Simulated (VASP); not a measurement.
A run of VASP 6.6.1:

File INCAR:

```
SYSTEM = WCl4F2
PREC     = Accurate       ! precision mode
ENCUT    = 600            ! plane-wave cutoff, eV
EDIFF    = 1E-6           ! SCF threshold, eV
ISMEAR   = 0              ! smearing method
SIGMA    = 0.1            ! smearing width, eV
LREAL    = .FALSE.        ! projectors in reciprocal space
LASPH    = .TRUE.         ! aspherical terms in the spheres
NELM     = 60             ! most SCF steps
ALGO     = Normal         ! electronic algorithm
ISIF     = 3              ! what is computed and relaxed
LWAVE    = .FALSE.        ! write WAVECAR
LCHARG   = .FALSE.        ! write CHGCAR
GGA      = PE             ! functional
IBRION   = 2              ! ionic algorithm
NSW      = 80             ! ionic steps
EDIFFG   = -0.025         ! ionic threshold
```

The input KPOINTS:

```
Automatic mesh
0
G
  4 4 2
  0 0 0
```

The input POSCAR:

```
WCl4F2
1.0
    6.5681048405     -0.0276196028     -0.1299561087
    3.2025964041      5.8680221150      0.0831676999
    3.1142923995      2.1280701404      5.8369709330
W Cl F
1 4 2
Direct
    0.0031568178      0.9924287730      0.9904120975
    0.3633146308      0.7709886671      0.8130715837
    0.8799342066      0.6696734032      0.2264597646
    0.1255498332      0.3395868453      0.7722881775
    0.8185704780      0.0806366503      0.7515595599
    0.7084439665      0.1744383702      0.1523364498
    0.1290300673      0.9402472908      0.2098723669
```

Potentials or basis: VASP PAW PBE potentials, release 64 (W_sv, Cl, F).

Launch:

```sh
$ cat potpaw_PBE.64/W_sv/POTCAR potpaw_PBE.64/Cl/POTCAR potpaw_PBE.64/F/POTCAR > POTCAR
$ mpirun -np 1 vasp_std > vasp.out
```

Hardware: 1 thread of Intel(R) Xeon(R) 6975P-C (Granite Rapids), with other jobs on the host.

Q: How long does it take, and how much memory?

A: Wall time 29 min on 1 thread of Intel(R) Xeon(R) 6975P-C (Granite Rapids), on a shared host, peak memory 0.52 GiB. Counts: scf iterations 201, k points 20, ion steps 28.
